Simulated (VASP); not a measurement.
Runs of VASP 6.6.1 on Si. The structure is that of space group Fd-3m (No. 227), or close to it. The cells are those of the table. 

| cell | gap on the mesh (eV) | pressure (GPa) |
| --- | --- | --- |
| a = 3.791, b = 3.791, c = 3.713 Å, angles 60.7, 60.7, 58.6°, 2 atoms | 0.28 | 8.5 |
| a = 4.177 Å, angles 60.0°, 2 atoms | 0.69 | (a) |
| a = 4.022 Å, angles 60.0°, 2 atoms | (b) | -8.1 |
| a = 3.558 Å, angles 60.0°, 2 atoms | 0.15 | 37.3 |
| a = 3.713 Å, angles 60.0°, 2 atoms | (c) | 14.1 |
| a = 3.636, b = 3.636, c = 3.558 Å, angles 60.7, 60.7, 58.6°, 2 atoms | - | 28.2 |

Alike in all rows: task single point; level PBE; potentials or basis VASP PAW PBE potentials, release 64 (Si); no spin polarisation; k mesh 8 × 8 × 8; cutoff (eV) 520; smearing gaussian 0.05 eV.

Q: Fill in the values left out.

A: (a) -12.2; (b) 0.82; (c) 0.43.

Caveats: the cell stands under pressure (at least some runs); the cell stands under tension (at least some runs).

A k mesh can miss the band edges.
